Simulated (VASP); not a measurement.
# CoW3 (Fm-3m) in VASP: relaxation of cell and atoms with PBE

Aim: the relaxation of cell and atoms of CoW3 with PBE.

All numbers are computed with VASP 6.6.1; they aren't measurements. Logs are shortened: lines on timing, memory, paths and dates and some standing lists are left out, and cuts for length are marked.

## Step 1: The cell of the first run

Symmetry: Fm-3m, No. 225, cubic system. Conventional cell: a = 6.154 Å, b = 6.154 Å, c = 6.154 Å, α = 90.00°, β = 90.00°, γ = 90.00°. W (site symmetry -43m) has 10 W at 2.66 to 3.08 Å and 4 Co at 2.66 Å within 3.5 Å. Within 3.5 Å of W (site symmetry m-3m) lie 8 W at 2.66 Å and 6 Co at 3.08 Å. Within 3.5 Å of Co (site symmetry m-3m) lie 14 W at 2.66 to 3.08 Å.

## Step 2: Relaxation of cell and atoms, PBE, collinear spin

File INCAR:

```
PREC = Accurate
ENCUT = 600
EDIFF = 1E-6
ISMEAR = 0
SIGMA = 0.1
LREAL = F
LASPH = T
NELM = 150
ALGO = Fast
ISIF = 3
LWAVE = F
LCHARG = F
ISPIN = 2
MAGMOM = 0.18 0.18 0 1.43
LORBIT = 11
LMAXMIX = 4
GGA = PE
IBRION = 2
NSW = 100
EDIFFG = -0.05
```

File KPOINTS:

```
Automatic mesh
0
Gamma
  6 6 6
```

File POSCAR:

```
CoW3
1.0
    0.0000000000      3.0767554381      3.0767554381
    3.0767554381      0.0000000000      3.0767554381
    3.0767554381      3.0767554381      0.0000000000
W Co
3 1
Direct
    0.2500000000      0.2500000000      0.2500000000
    0.7500000000      0.7500000000      0.7500000000
    0.5000000000      0.5000000000      0.5000000000
    0.0000000000      0.0000000000      0.0000000000
```

Potentials or basis: VASP PAW PBE potentials, release 64 (W_sv, Co).

Command:

```bash
cat potpaw_PBE.64/W_sv/POTCAR potpaw_PBE.64/Co/POTCAR > POTCAR
mpirun -np 1 vasp_std > vasp.out
```

OUTCAR:

```text
PREC = Accurate
   ENCUT = 600
   EDIFF = 1E-6
   ISMEAR = 0
   LREAL = F
   LASPH = T
   NELM = 150
   ISIF = 3
   ISPIN = 2
   LORBIT = 11
   GGA = PE
   IBRION = 2
   NSW = 100
   EDIFFG = -0.05

 ion  position               nearest neighbor table
   1  0.250  0.250  0.250-   4 2.66   4 2.66   4 2.66   3 2.66   4 2.66   3 2.66   3 2.66   3 2.66
                             2 3.08   2 3.08   2 3.08   2 3.08   2 3.08   2 3.08
   2  0.750  0.750  0.750-   3 2.66   3 2.66   3 2.66   3 2.66   4 2.66   4 2.66   4 2.66   4 2.66
                             1 3.08   1 3.08   1 3.08   1 3.08   1 3.08   1 3.08
   3  0.500  0.500  0.500-   1 2.66   1 2.66   1 2.66   1 2.66   2 2.66   2 2.66   2 2.66   2 2.66
                             4 3.08   4 3.08   4 3.08   4 3.08   4 3.08   4 3.08
   4  0.000  0.000  0.000-   2 2.66   2 2.66   2 2.66   1 2.66   2 2.66   1 2.66   1 2.66   1 2.66
                             3 3.08   3 3.08   3 3.08   3 3.08   3 3.08   3 3.08

  LATTYP: Found a face centered cubic cell.
 ALAT       =     6.1535108762

  Lattice vectors:

 A1 = (   0.0000000000,   3.0767554381,   3.0767554381)
 A2 = (   3.0767554381,   0.0000000000,   3.0767554381)
 A3 = (   3.0767554381,   3.0767554381,   0.0000000000)

Analysis of symmetry for initial positions (statically):
=====================================================================
 Subroutine PRICEL returns:
 Original cell was already a primitive cell.

 Routine SETGRP: Setting up the symmetry group for a
 face centered cubic supercell.

 Subroutine GETGRP returns: Found 48 space group operations
 (whereof 48 operations were pure point group operations)
 out of a pool of 48 trial point group operations.

The static configuration has the point symmetry O_h .

Analysis of symmetry for dynamics (positions and initial velocities):
=====================================================================
 Subroutine PRICEL returns:
 Original cell was already a primitive cell.

 Routine SETGRP: Setting up the symmetry group for a
 face centered cubic supercell.

 Subroutine GETGRP returns: Found 48 space group operations
 (whereof 48 operations were pure point group operations)
 out of a pool of 48 trial point group operations.

The dynamic configuration has the point symmetry O_h .

Analysis of structural, dynamic, and magnetic symmetry:
=====================================================================
 Subroutine PRICEL returns:
 Original cell was already a primitive cell.

 Routine SETGRP: Setting up the symmetry group for a
 face centered cubic supercell.

[... 125 lines left out ...]
   LHFCALC =     F    Hartree Fock is set to
   AEXX    =    0.0000 exact exchange contribution
   IVDW    =     0    specifies the selected vdW correction
   LEPSILON=     F    determine dielectric tensor
   LRPA    =     F    only Hartree local field effects (RPA)
 conjugate gradient relaxation of ions
 spin polarized calculation
 RMM-DIIS sequential band-by-band and
 Gauss-broadening in eV      SIGMA  =   0.10
  energy-cutoff  :      600.00
  volume of cell :       58.25
 maximum number of plane-waves:      1964
   NGX = 17   NGY = 17   NGZ = 17

--------------------------------------- Ionic step        1  -------------------------------------------

 number of electron      51.0000002 magnetization       1.6878207

 Free energy of the ion-electron system (eV)
  ---------------------------------------------------
  ext. energy  EPLUGINS =         0.00000000
  ---------------------------------------------------
  free energy    TOTEN  =       -44.89620320 eV

  energy without entropy =      -44.87767696  energy(sigma->0) =      -44.88694008

------------------------ aborting loop because EDIFF is reached ----------------------------------------

  FORCE on cell =-STRESS in cart. coord.  units (eV):
  Direction    XX          YY          ZZ          XY          YZ          ZX
  --------------------------------------------------------------------------------------
  -------------------------------------------------------------------------------------
  Total        3.2011050      3.2011050      3.2011050      0.0000000      0.0000000     -0.0000000
  in kB       88.0443678     88.0443678     88.0443678      0.0000000      0.0000000     -0.0000000
  external PRESSURE =      88.0443678 kB  Pullay stress =       0.0000000 kB
[... 25 lines left out ...]
--------------------------------------- Ionic step        2  -------------------------------------------

 number of electron      51.0000006 magnetization       2.0462109

 E-fermi :   9.6614     XC(G=0): -12.9651

 val. band max:        9.6377410706   @ k =  -0.3333   0.3333   0.1667
 cond. band min:       9.6969039618   @ k =  -0.3333   0.3333   0.1667
 fundamental gap:      0.0591628913
 Fermi energy:         9.6613934287

 spin component 1

 k-point     1 :       0.0000    0.0000    0.0000
  band No.  band energies     occupation
      1     -64.6688      1.00000
      2     -64.6365      1.00000
      3     -64.1513      1.00000
      4     -28.8982      1.00000
      5     -28.8982      1.00000
      6     -28.8982      1.00000
[... 1117 lines left out ...]
--------------------------------------- Ionic step        3  -------------------------------------------

 number of electron      50.9999997 magnetization       1.7875821

 Free energy of the ion-electron system (eV)
  ---------------------------------------------------
  ext. energy  EPLUGINS =         0.00000000
  ---------------------------------------------------
  free energy    TOTEN  =       -44.94491511 eV

  energy without entropy =      -44.92718626  energy(sigma->0) =      -44.93605069

 E-fermi :  10.8059     XC(G=0): -13.4210

 val. band max:       10.7950974084   @ k =  -0.3333   0.3333   0.0000
 cond. band min:      10.8445916026   @ k =   0.1667   0.1667   0.0000
 fundamental gap:      0.0494941942
 Fermi energy:        10.8059126912

 spin component 1

 k-point     1 :       0.0000    0.0000    0.0000
  band No.  band energies     occupation
      1     -63.4300      1.00000
      2     -63.3763      1.00000
      3     -62.8905      1.00000
      4     -27.7518      1.00000
      5     -27.7518      1.00000
      6     -27.7518      1.00000
[... 1111 lines left out ...]
  FREE ENERGIE OF THE ION-ELECTRON SYSTEM (eV)
  ---------------------------------------------------
  free  energy   TOTEN  =       -44.9449151084 eV

  energy  without entropy=      -44.9271862637  energy(sigma->0) =      -44.93605069

 reached required accuracy - stopping structural energy minimisation

 total charge

# of ion       s       p       d       tot
------------------------------------------
    1        2.396   6.318   3.279  11.992
    2        2.396   6.318   3.279  11.992
    3        2.445   6.308   3.466  12.219
    4        0.445   0.532   7.233   8.211
--------------------------------------------------
tot          7.682  19.476  17.257  44.415

 magnetization (x)

# of ion       s       p       d       tot
------------------------------------------
    1        0.000   0.002   0.187   0.189
    2        0.000   0.002   0.187   0.189
    3        0.011   0.014   0.015   0.040
    4        0.004   0.002   1.319   1.324
--------------------------------------------------
tot          0.015   0.020   1.708   1.743
```

OSZICAR:

```text
N       E                     dE             d eps       ncg     rms          rms(c)
DAV:   1     0.630947984475E+03    0.63095E+03   -0.30901E+04  1992   0.218E+03
DAV:   2    -0.775630619412E+01   -0.63870E+03   -0.62693E+03  2019   0.618E+02
[... 50 lines left out ...]
RMM:   9    -0.449459122478E+02    0.48800E-03   -0.87768E-03  2746   0.659E-01    0.533E-01
RMM:  10    -0.449449838339E+02    0.92841E-03   -0.15529E-03  2219   0.275E-01    0.161E-01
RMM:  11    -0.449449027988E+02    0.81035E-04   -0.51651E-04  2540   0.147E-01    0.495E-02
RMM:  12    -0.449449175183E+02   -0.14719E-04   -0.12900E-04  2567   0.654E-02    0.271E-02
RMM:  13    -0.449449148853E+02    0.26330E-05   -0.30161E-05  2233   0.346E-02    0.295E-02
RMM:  14    -0.449449151084E+02   -0.22310E-06   -0.85016E-06  1727   0.200E-02
   3 F= -.44944915E+02 E0= -.44936051E+02  d E =-.487119E-01  mag=     1.7873
```

CONTCAR:

```text
CoW3
   1.00000000000000
     0.0000000000000000    3.1096871619939712    3.1096871619939712
     3.1096871619939712    0.0000000000000000    3.1096871619939712
     3.1096871619939712    3.1096871619939712   -0.0000000000000000
  W               Co
     3     1
Direct
     0.2500000000000000    0.2500000000000000    0.2500000000000000
     0.7500000000000000    0.7500000000000000    0.7500000000000000
     0.5000000000000000    0.5000000000000000    0.5000000000000000
     0.0000000000000000    0.0000000000000000    0.0000000000000000

  0.00000000E+00  0.00000000E+00  0.00000000E+00
  0.00000000E+00  0.00000000E+00  0.00000000E+00
  0.00000000E+00  0.00000000E+00  0.00000000E+00
  0.00000000E+00  0.00000000E+00  0.00000000E+00
```

It took 4.8 min on 1 thread of Intel Xeon Platinum 8259CL at 2.50GHz (Skylake/Cascade Lake), shared host; peak memory 0.28 GiB.

What came out:

- Free energy: -44.9449 eV
- Relaxed volume: 15.04 Å³/atom
- Relaxed cell: a = 4.398 Å, b = 4.398 Å, c = 4.398 Å, α = 60.00°, β = 60.00°, γ = 60.00°
- Space group after relaxing (to 0.1 Å): Fm-3m (No. 225)
- Energy gained by relaxing: 12.2 meV/atom
- Ionic steps: 3
- Pressure after relaxing: -0.3 GPa
- Net moment: 1.79 μB per cell
- Site moments: W +0.19, +0.04 (each value once); Co +1.32 μB
- Valence electrons inside the program's atomic spheres: W 11.99, 12.22 (each value once); Co 8.21

The path:
```
step  energy change (eV)  largest force (eV/Å)  pressure (GPa)  volume (Å³)
   1              0.0000                0.0000            8.80        58.25
   2              0.2711                0.0000          -18.37        65.26
   3             -0.0487                0.0000           -0.30        60.14
```

Final structure:
```
W Co
1.0
     0.00000    3.10969    3.10969
     3.10969    0.00000    3.10969
     3.10969    3.10969    0.00000
W Co
3 1
Direct
  0.25000 0.25000 0.25000
  0.75000 0.75000 0.75000
  0.50000 0.50000 0.50000
  0.00000 0.00000 0.00000
```

Levels at points of the mesh, in eV from the Fermi level:
Spin up:
```csv
k point,band 23,band 24,band 25,band 26,band 27,band 28,band 29,band 30
"(0.00, 0.00, 0.00)",-1.70,-1.70,-1.45,-1.45,3.05,3.05,3.20,3.20
"(0.50, 0.00, 0.00)",-2.93,-2.93,-0.49,-0.49,0.60,0.60,0.85,2.68
"(0.50, 0.50, 0.00)",-1.43,-1.43,-0.64,-0.64,0.50,0.67,0.67,1.69
```
Spin down:
```tsv
k point	band 20	band 21	band 22	band 23	band 24	band 25	band 26	band 27	band 28	band 29
(0.00, 0.00, 0.00)	-2.46	-2.46	-1.37	-1.37	-1.37	0.20	0.20	3.11	3.11	3.47
(0.50, 0.00, 0.00)	-2.73	-2.66	-2.66	-2.42	-2.42	0.54	0.54	1.05	1.05	1.35
(0.50, 0.50, 0.00)	-2.11	-1.14	-1.14	-0.57	-0.57	-0.57	0.17	0.75	0.75	1.18
```

Caveat: spin-orbit coupling is left out, which moves the levels of the heavy elements.
